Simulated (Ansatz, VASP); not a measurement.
# Two plane-wave programs on CF4

```xyz
40
Lattice="8.6854 0.0000 0.0000 0.0000 8.6854 0.0000 0.0000 0.0000 8.6854" Properties=species:S:1:pos:R:3 pbc="T T T"
C     2.7116    0.7201    7.7140
C     5.3246    5.0527    0.8858
C     7.4487   -0.6176    6.3488
C     3.1389    5.1406    5.3747
C     7.5112    3.6869    5.4514
C     0.9621    5.6083    1.5417
C     3.2519    0.7172    3.4498
C     6.9715    1.0649    1.8048
F     1.9144    0.5045    8.7722
F     2.0502    1.4423    6.7987
F     3.8007    1.3853    8.1013
F     3.0729   -0.4598    7.1847
F     6.3890    4.6003    0.2029
F     5.6500    5.1796    2.1823
F     4.9510    6.2451    0.4016
F     4.3173    4.1856    0.7542
F     6.1706   -0.4786    5.9769
F     7.5447   -1.5819    7.2725
F     8.1952   -0.9436    5.2873
F     7.8885    0.5351    6.8647
F     4.1906    5.9687    5.3860
F     3.2976    4.2274    4.4116
F     3.0422    4.5267    6.5599
F     2.0228    5.8414    5.1399
F     8.3549    3.8753    6.4725
F     6.3364    3.2366    5.9163
F     7.3251    4.8436    4.8101
F     8.0288    2.7863    4.6026
F     2.1507    6.1572    1.8335
F    -0.0148    6.3759    2.0478
F     0.8219    5.5224    0.2138
F     0.8942    4.3845    2.0749
F     3.9962    1.1349    4.4812
F     2.0916    0.2341    3.9019
F     3.0207    1.7449    2.6235
F     3.9076   -0.2489    2.7895
F     7.2077    0.2423    2.8284
F     8.1260    1.5606    1.3531
F     6.3566    0.3931    0.8265
F     6.1851    2.0694    2.2119
```

Alike in both runs: functional PBE; dispersion D3(BJ); k mesh 1 × 1 × 1; occupations fermi-dirac, width 0.02 eV; no spin polarisation.

Ansatz relaxed the structure, and its values are those at the end. VASP's run is a single point on that final structure, the one shown.

```csv
,VASP,Ansatz
version,VASP 6.6.1,Ansatz 0.2.0
potentials or method,"VASP PAW PBE potentials, release 64 (C_h, F_h), cutoff 910 eV","scalar-relativistic, plane waves, PAW"
valence electrons in the cell,256,256
```

|  | VASP | Ansatz | Ansatz less VASP |
| --- | --- | --- | --- |
| gap on the k mesh at the Fermi level (eV) | 8.93 | 8.93 | +0.005 |
| rms of the force components (eV/Å) | 0.057 | 0.081 | +0.0243 |

Ansatz's warnings: xc potential rough in thin density.

Noted on VASP's run: the cutoff is short for stress, so the pressure is rough.
